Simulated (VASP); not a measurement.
Write the native input for VASP 6.6.1 that does the following.

| Item | Value |
| --- | --- |
| Task | single point |
| Functional | PBE |
| Potentials or basis | VASP PAW PBE potentials, release 64 (In_d, As) |
| Cutoff | 500 eV |
| k mesh | 6 × 6 × 6 |
| Occupations | fermi-dirac, width 0.05 eV |
| Spin | no spin polarisation |
| Dipole correction | no |
| Further INCAR settings | ALGO = Normal; EDIFF = 1e-06; NBANDS = 16 |

The structure of InAs lies in POSCAR:

```
InAs
1.0
    0.0000000000      3.0240000793      3.0240000793
    3.0240000793      0.0000000000      3.0240000793
    3.0240000793      3.0240000793      0.0000000000
In As
1 1
Direct
    0.0000000000      0.0000000000      0.0000000000
    0.7500000000      0.7500000000      0.7500000000
```

The input as run:

INCAR

```
SYSTEM = InAs
ALGO     = Normal         ! electronic algorithm
EDIFF    = 1E-6           ! SCF threshold, eV
ENCUT    = 500            ! plane-wave cutoff, eV
GGA      = PE             ! functional
GGA_COMPAT= .FALSE.      
ISIF     = 2              ! what is computed and relaxed
ISMEAR   = -1             ! smearing method
LASPH    = .TRUE.         ! aspherical terms in the spheres
LCHARG   = .FALSE.        ! write CHGCAR
LREAL    = .FALSE.        ! projectors in reciprocal space
LWAVE    = .FALSE.        ! write WAVECAR
NBANDS   = 16             ! bands
NELM     = 120            ! most SCF steps
PREC     = Accurate       ! precision mode
SIGMA    = 0.05           ! smearing width, eV
```

KPOINTS

```
k-points
0
G
  6 6 6
  0 0 0
```

Potentials or basis: VASP PAW PBE potentials, release 64 (In_d, As).

Run with:

```console
$ cat potpaw_PBE.64/In_d/POTCAR potpaw_PBE.64/As/POTCAR > POTCAR
$ mpirun -np 1 vasp_std > vasp.out
```

It gave:

| Quantity | Value |
| --- | --- |
| Pressure | 4.0 GPa |
| Band gap on the k mesh | zero (filled and empty bands touch) |

Caveat: spin-orbit coupling is left out, which moves the levels of the heavy elements.

It took 20 s on 1 thread of Intel Xeon 8259CL (shared host), peak memory 0.18 GiB.
